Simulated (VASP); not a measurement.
# Sn (I4_1/amd) in VASP: notebook

Runs on Sn. Level: PBE. Tasks: single point.

Everything below comes from runs of VASP 6.6.1. Logs are shortened: lines on timing, memory, paths and dates and some standing lists are left out, and cuts for length are marked.

### 1 The cell of the first run

The structure is tetragonal, space group I4_1/amd (No. 141). The conventional cell has a = 5.891 Å, b = 5.891 Å, c = 3.216 Å, α = 90.00°, β = 90.00°, γ = 90.00°. Sn (site symmetry -4m2) has 10 Sn at 3.05 to 3.81 Å within 4.0 Å.

### 2 Single point, PBE

File INCAR:

```
SYSTEM = Sn
ALGO = Normal
EDIFF = 1E-6
ENCUT = 520
GGA = PE
ISIF = 2
ISMEAR = -1
LASPH = .True.
LCHARG = .True.
LELF = .True.
LREAL = .False.
LVHAR = .True.
LWAVE = .False.
NBANDS = 21
NELM = 80
PREC = Accurate
SIGMA = 0.1
```

File KPOINTS:

```
k-points
0
Gamma
  10 10 10
  0 0 0
```

File POSCAR:

```
Sn
1.0
   -2.9453650260      2.9453650260      1.6078430143
    2.9453650260     -2.9453650260      1.6078430143
    2.9453650260      2.9453650260     -1.6078430143
Sn
2
Direct
    0.0000000000      0.0000000000      0.0000000000
    0.7500000000      0.2500000000      0.5000000000
```

Potentials or basis: VASP PAW PBE potentials, release 64 (Sn_d).

Launch:

```bash
cat potpaw_PBE.64/Sn_d/POTCAR > POTCAR
mpirun -np 1 vasp_std > vasp.out
```

OUTCAR:

```text
SYSTEM = Sn
   EDIFF = 1E-6
   ENCUT = 520
   GGA = PE
   ISIF = 2
   ISMEAR = -1
   LASPH = .True.
   LREAL = .False.
   NELM = 80
   PREC = Accurate

 ion  position               nearest neighbor table
   1  0.000  0.000  0.000-   2 3.05   2 3.05   2 3.05   2 3.05
   2  0.750  0.250  0.500-   1 3.05   1 3.05   1 3.05   1 3.05

  LATTYP: Found a body centered tetragonal cell.
 ALAT       =     5.8907300520
 C/A-ratio  =     0.5458892192

  Lattice vectors:

 A1 = (  -2.9453650260,   2.9453650260,   1.6078430143)
 A2 = (   2.9453650260,  -2.9453650260,   1.6078430143)
 A3 = (   2.9453650260,   2.9453650260,  -1.6078430143)

Analysis of symmetry for initial positions (statically):
=====================================================================
 Subroutine PRICEL returns:
 Original cell was already a primitive cell.

 Routine SETGRP: Setting up the symmetry group for a
 body centered tetragonal supercell.

 Subroutine GETGRP returns: Found 16 space group operations
 (whereof  8 operations were pure point group operations)
 out of a pool of 16 trial point group operations.

The static configuration has the point symmetry D_2d.
 The point group associated with its full space group is D_4h.

Analysis of symmetry for dynamics (positions and initial velocities):
=====================================================================
 Subroutine PRICEL returns:
 Original cell was already a primitive cell.

 Routine SETGRP: Setting up the symmetry group for a
 body centered tetragonal supercell.

 Subroutine GETGRP returns: Found 16 space group operations
 (whereof  8 operations were pure point group operations)
 out of a pool of 16 trial point group operations.

The dynamic configuration has the point symmetry D_2d.
 The point group associated with its full space group is D_4h.

 Subroutine INISYM returns: Found 16 space group operations
 (whereof  8 operations are pure point group operations),
 and found     1 'primitive' translations

----------------------------------------------------------------------------------------

                                     Primitive cell

  volume of cell :      55.7933

  direct lattice vectors                    reciprocal lattice vectors
    -2.945365026  2.945365026  1.607843014     0.000000000  0.169758246  0.310975634
     2.945365026 -2.945365026  1.607843014     0.169758246  0.000000000  0.310975634
     2.945365026  2.945365026 -1.607843014     0.169758246  0.169758246  0.000000000

  length of vectors
     4.464919868  4.464919868  4.464919868     0.354293250  0.354293250  0.240074414

  position of ions in fractional coordinates (direct lattice)
     0.000000000  0.000000000  0.000000000
     0.750000000  0.250000000  0.500000000

  ion indices of the primitive-cell ions
   primitive index   ion index
                 1           1
                 2           2

----------------------------------------------------------------------------------------

 KPOINTS: k-points

Automatic generation of k-mesh.
 Grid dimensions read from file:
 generate k-points for:   10   10   10

 Generating k-lattice:

  Cartesian coordinates                     Fractional coordinates (reciprocal lattice)
     0.000000000  0.016975825  0.031097563     0.100000000 -0.000000000  0.000000000
     0.016975825  0.000000000  0.031097563    -0.000000000  0.100000000  0.000000000
     0.016975825  0.016975825  0.000000000     0.000000000  0.000000000  0.100000000

  Length of vectors
     0.035429325  0.035429325  0.024007441

  Shift w.r.t. Gamma in fractional coordinates (k-lattice)
     0.000000000  0.000000000  0.000000000

 Subroutine IBZKPT returns following result:
 ===========================================

 Found    102 irreducible k-points:

 Following reciprocal coordinates:
            Coordinates               Weight
  0.000000  0.000000  0.000000      1.000000
  0.100000  0.000000 -0.000000      8.000000
  0.200000  0.000000 -0.000000      8.000000
  0.300000  0.000000  0.000000      8.000000
  0.400000 -0.000000  0.000000      8.000000
  0.500000  0.000000 -0.000000      4.000000
[... 16 lines left out ...]
  0.300000  0.300000  0.000000      8.000000
  0.400000  0.300000 -0.000000     16.000000
 [... further k-points ...]
   k-points           NKPTS =    102   k-points in BZ     NKDIM =    102   number of bands    NBANDS=     21
   number of dos      NEDOS =    301   number of ions     NIONS =      2
   total plane-waves  NPLWV =  46656
   dimension x,y,z NGX =    36 NGY =   36 NGZ =   36
   dimension x,y,z NGXF=    72 NGYF=   72 NGZF=   72
   ions per type =               2
   NGX,Y,Z   is equivalent  to a cutoff of  13.40, 13.40, 13.40 a.u.
   NGXF,Y,Z  is equivalent  to a cutoff of  26.81, 26.81, 26.81 a.u.
 SYSTEM =  Sn
   PREC   = accura    normal or accurate (medium, high low for compatibility)
   ISTART =      0    job   : 0-new  1-cont  2-samecut
   ICHARG =      2    charge: 1-file 2-atom 10-const
   ISPIN  =      1    spin polarized calculation?
   LNONCOLLINEAR =      F non collinear calculations
   LSORBIT =      F    spin-orbit coupling
   LASPH  =      T    aspherical Exc in radial PAW
   ENCUT  =  520.0 eV  38.22 Ry    6.18 a.u.   8.30  8.30  8.30*2*pi/ulx,y,z
   NELM   =     80;   NELMIN=  2; NELMDL= -5     # of ELM steps
   EDIFF  = 0.1E-05   stopping-criterion for ELM
   LREAL  =      F    real-space projection
   EDIFFG = 0.1E-04   stopping-criterion for IOM
   NSW    =      0    number of steps for IOM
   IBRION =     -1    ionic relax: 0-MD 1-quasi-New 2-CG
   NFREE  =      0    steps in history (QN), initial steepest desc. (CG)
   ISIF   =      2    stress and relaxation
   ISYM   =      2    0-nonsym 1-usesym 2-fastsym
   POTIM  = 0.5000    time-step for ionic-motion
   TEBEG  =    0.0;   TEEND  =   0.0 temperature during run
   PSTRESS=    0.0 pullay stress
   NELECT =      28.0000    total number of electrons
   NUPDOWN=      -1.0000    fix difference up-down
   EMIN   =  10.00;   EMAX   =-10.00  energy-range for DOS
   EFERMI =   0.00;   METHOD = LEGACY
   ISMEAR =    -1;   SIGMA  =   0.10  broadening in eV -4-tet -1-fermi 0-gaus
   EFERMI_NEDOS =   21; number of points for ismear=-14 and -15
   IALGO  =     38    algorithm
   IMIX   =      4    mixing-type and parameters
     AMIX     =   0.40;   BMIX     =  1.00
     AMIX_MAG =   1.60;   BMIX_MAG =  1.00
  volume/ion in A,a.u.               =      27.90       188.26
  Fermi-wavevector in a.u.,A,eV,Ry     =   1.300969  2.458475 23.028130  1.692520
  Thomas-Fermi vector in A             =   2.432133
   LORBIT       =      0    0 simple, 1 ext, 2 COOP (PROOUT), +10 PAW based schemes
   GGA     = PE    functional components
   LHFCALC =     F    Hartree Fock is set to
   AEXX    =    0.0000 exact exchange contribution
   IVDW    =     0    specifies the selected vdW correction
   LEPSILON=     F    determine dielectric tensor
   LRPA    =     F    only Hartree local field effects (RPA)
 non-spin polarized calculation
  energy-cutoff  :      520.00
  volume of cell :       55.79
 maximum number of plane-waves:      1518
 NGX is ok and might be reduce to    36
   NGX = 17   NGY = 17   NGZ = 17

 number of electron      27.9999988 magnetization

 Free energy of the ion-electron system (eV)
  ---------------------------------------------------
  ext. energy  EPLUGINS =         0.00000000
  ---------------------------------------------------
  free energy    TOTEN  =        -7.62260985 eV

  energy without entropy =       -7.59073614  energy(sigma->0) =       -7.60667300

 E-fermi :   7.6678     XC(G=0): -10.1753

 val. band max:        7.6650763484   @ k =   0.2000   0.1000  -0.0000
 cond. band min:       7.6805803642   @ k =  -0.3000   0.3000   0.0000
 fundamental gap:      0.0155040159
 Fermi energy:         7.6678332482

 k-point     1 :       0.0000    0.0000    0.0000
  band No.  band energies     occupation
      1     -13.9790      2.00000
      2     -13.9014      2.00000
      3     -13.8608      2.00000
      4     -13.8497      2.00000
      5     -13.7156      2.00000
      6     -13.7156      2.00000
[... 13 lines left out ...]
     20      17.3810      0.00000
     21      18.0333      0.00000

 k-point     2 :       0.1000    0.0000   -0.0000
  band No.  band energies     occupation
      1     -13.9732      2.00000
      2     -13.8835      2.00000
      3     -13.8543      2.00000
      4     -13.8291      2.00000
      5     -13.7277      2.00000
      6     -13.7250      2.00000
[... 13 lines left out ...]
     20      16.6482      0.00000
     21      16.7502      0.00000

 k-point     3 :       0.2000    0.0000   -0.0000
  band No.  band energies     occupation
      1     -13.9566      2.00000
      2     -13.8417      2.00000
      3     -13.8373      2.00000
      4     -13.7911      2.00000
      5     -13.7526      2.00000
      6     -13.7264      2.00000
[... 13 lines left out ...]
     20      15.2633      0.00000
     21      15.9837      0.00000

 k-point     4 :       0.3000    0.0000    0.0000
  band No.  band energies     occupation
      1     -13.9355      2.00000
      2     -13.8197      2.00000
      3     -13.8125      2.00000
      4     -13.7935      2.00000
      5     -13.7742      2.00000
      6     -13.7379      2.00000
[... 13 lines left out ...]
     20      14.3972      0.00000
     21      16.6176      0.00000

 k-point     5 :       0.4000   -0.0000    0.0000
  band No.  band energies     occupation
      1     -13.9181      2.00000
      2     -13.8270      2.00000
      3     -13.8220      2.00000
      4     -13.7977      2.00000
      5     -13.7705      2.00000
      6     -13.7535      2.00000
[... 13 lines left out ...]
     20      15.4376      0.00000
     21      17.7421      0.00000
[... 382 lines left out ...]
     20      17.4279      0.00000
     21      18.0764      0.00000

 k-point    22 :      -0.2000    0.2000    0.0000
  band No.  band energies     occupation
      1     -13.9491      2.00000
      2     -13.9059      2.00000
      3     -13.8672      2.00000
      4     -13.8361      2.00000
      5     -13.7309      2.00000
      6     -13.7009      2.00000
[... 13 lines left out ...]
     20      17.5369      0.00000
     21      17.6609      0.00000

 k-point    23 :       0.3000    0.3000    0.0000
  band No.  band energies     occupation
      1     -13.9073      2.00000
      2     -13.8460      2.00000
      3     -13.8092      2.00000
      4     -13.7921      2.00000
      5     -13.7662      2.00000
      6     -13.7089      2.00000
[... 13 lines left out ...]
     20      15.5734      0.00000
     21      17.3595      0.00000

 k-point    24 :       0.4000    0.3000   -0.0000
  band No.  band energies     occupation
      1     -13.8887      2.00000
      2     -13.8454      2.00000
      3     -13.8202      2.00000
      4     -13.7947      2.00000
      5     -13.7564      2.00000
      6     -13.7045      2.00000
[... 13 lines left out ...]
     20      16.6861      0.00000
     21      17.4439      0.00000

 [... further k-points ...]
[... 5 lines left out ...]
  --------------------------------------------------------------------------------------
  -------------------------------------------------------------------------------------
  Total        0.4311878      0.4311878      0.1081195      0.0000000      0.0000000      0.0000000
  in kB       12.3821256     12.3821256      3.1047936      0.0000000      0.0000000      0.0000000
  external PRESSURE =       9.2896816 kB  Pullay stress =       0.0000000 kB

 VOLUME and BASIS-vectors are now :
 -----------------------------------------------------------------------------
  energy-cutoff  :      520.00
  volume of cell :       55.79
      direct lattice vectors                 reciprocal lattice vectors
    -2.945365026  2.945365026  1.607843014     0.000000000  0.169758246  0.310975634
     2.945365026 -2.945365026  1.607843014     0.169758246  0.000000000  0.310975634
     2.945365026  2.945365026 -1.607843014     0.169758246  0.169758246  0.000000000

 POSITION                                       TOTAL-FORCE (eV/Angst)
 -----------------------------------------------------------------------------------
      0.00000      0.00000      0.00000        -0.000000      0.000000     -0.000000
      0.00000      2.94537      0.80392         0.000000     -0.000000      0.000000
 -----------------------------------------------------------------------------------
    total drift:                               -0.000000      0.000000     -0.000000

  FREE ENERGIE OF THE ION-ELECTRON SYSTEM (eV)
  ---------------------------------------------------
  free  energy   TOTEN  =        -7.6226098521 eV

  energy  without entropy=       -7.5907361440  energy(sigma->0) =       -7.60667300
```

Run time: 48 s. Hardware: 1 thread of Intel Xeon Platinum 8559C (Emerald Rapids), shared host; peak memory 0.25 GiB.

Results:

- Free energy: -7.6226 eV
- Pressure: 0.9 GPa
- Band gap on the k mesh: zero (bands 14 and 15 overlap by 3.77 eV)

Caveat: spin-orbit coupling is left out, which moves the levels of the heavy elements.

### 3 Single point, PBE

This run uses another cell than the first one, of 28.62 Å³/atom.

File INCAR:

```
PREC = Accurate
ENCUT = 520
EDIFF = 1E-7
ISMEAR = -1
SIGMA = 0.1
LREAL = False
LASPH = True
NELM = 100
ALGO = Normal
ISIF = 2
LWAVE = False
LCHARG = False
GGA = PE
NBANDS = 21
```

File KPOINTS:

```
regular mesh
0
Gamma
  10 10 10
```

File POSCAR:

```
Sn
1.0
   -2.9706483658      2.9706483658      1.6216449170
    2.9706483658     -2.9706483658      1.6216449170
    2.9706483658      2.9706483658     -1.6216449170
Sn
2
Direct
    0.0000000000      0.0000000000      0.0000000000
    0.7500000000      0.2500000000      0.5000000000
```

Potentials or basis: VASP PAW PBE potentials, release 64 (Sn_d).

Launch:

```bash
cat potpaw_PBE.64/Sn_d/POTCAR > POTCAR
mpirun -np 1 vasp_std > vasp.out
```

It took 57 s on 1 thread of Intel Xeon Platinum 8559C (Emerald Rapids), shared host; peak memory 0.25 GiB.

The run converged. Its results:

| Quantity | Value |
| --- | --- |
| Free energy | -7.6258 eV |
| Pressure | -0.3 GPa |
| Band gap on the k mesh | zero (bands 14 and 15 overlap by 3.65 eV) |

Stress tensor (GPa, compression positive):
```
-0.04  0.00  0.00
 0.00 -0.04  0.00
 0.00  0.00 -0.91
```

Levels at points of the mesh, in eV from the Fermi level:
```csv
k point,band 12,band 13,band 14,band 15,band 16,band 17
"(0.00, 0.00, 0.00)",-3.79,-1.86,-1.86,3.04,5.95,5.95
"(0.50, 0.00, 0.00)",-5.28,-2.36,-1.60,-1.08,2.27,2.70
"(0.50, 0.50, 0.00)",-8.64,0.59,0.59,1.47,1.47,5.73
"(0.50, 0.50, 0.50)",-7.43,-4.53,-4.53,4.80,4.80,8.88
```

Caveat: spin-orbit coupling is left out, which moves the levels of the heavy elements.

### 4 Single point, PBE

This run uses another cell than the first one, of 29.35 Å³/atom.

File INCAR:

```
PREC = Accurate ; ENCUT = 520
EDIFF = 1E-6 ; ISMEAR = -1
SIGMA = 0.1 ; LREAL = False
LASPH = True ; NELM = 100
ALGO = Normal ; ISIF = 2
LWAVE = False ; LCHARG = False
GGA = PE ; NBANDS = 21
```

File KPOINTS:

```
Automatic mesh
0
Gamma
  10 10 10
```

File POSCAR:

```
Sn
1.0
   -2.9955085038      2.9955085038      1.6352157983
    2.9955085038     -2.9955085038      1.6352157983
    2.9955085038      2.9955085038     -1.6352157983
Sn
2
Direct
    0.0000000000      0.0000000000      0.0000000000
    0.7500000000      0.2500000000      0.5000000000
```

Launch:

```bash
cat potpaw_PBE.64/Sn_d/POTCAR > POTCAR
mpirun -np 1 vasp_std > vasp.out
```

Wall time 44 s (1 thread of Intel Xeon Platinum 8559C (Emerald Rapids), shared host); peak memory 0.25 GiB.

Results (log left out):

| Property | Result |
| --- | --- |
| Free energy | -7.6185 eV |
| Pressure | -1.4 GPa |
| Band gap on the k mesh | zero (bands 14 and 15 overlap by 3.55 eV) |

Stress tensor (GPa, compression positive):
```
-1.13  0.00  0.00
 0.00 -1.13  0.00
 0.00  0.00 -1.92
```

Levels at points of the mesh, in eV from the Fermi level:
```tsv
k point	band 11	band 12	band 13	band 14	band 15	band 16	band 17	band 18
(0.00, 0.00, 0.00)	-10.60	-3.86	-1.79	-1.79	3.07	5.83	5.83	6.27
(0.50, 0.00, 0.00)	-6.81	-5.21	-2.36	-1.54	-1.04	2.29	2.64	4.30
(0.50, 0.50, 0.00)	-8.51	-8.51	0.59	0.59	1.42	1.42	5.63	5.63
(0.50, 0.50, 0.50)	-7.37	-7.37	-4.40	-4.40	4.72	4.72	8.64	8.64
```

Caveat: spin-orbit coupling is left out, which moves the levels of the heavy elements.

### 5 Summary

| cell | gap on the mesh (eV) | pressure (GPa) |
| --- | --- | --- |
| a = 4.465 Å, angles 97.5, 97.5, 137.8°, 2 atoms | none | 0.9 |
| a = 4.503 Å, angles 97.5, 97.5, 137.8°, 2 atoms | none | -0.3 |
| a = 4.541 Å, angles 97.5, 97.5, 137.8°, 2 atoms | none | -1.4 |

Alike in all rows: task single point; level PBE; potentials or basis VASP PAW PBE potentials, release 64 (Sn_d); no spin polarisation; k mesh 10 × 10 × 10; cutoff (eV) 520; smearing fermi-dirac 0.1 eV.

Caveats: spin-orbit coupling is left out, which moves the levels of the heavy elements.

Absolute energies hang on the potentials; compare differences alone.
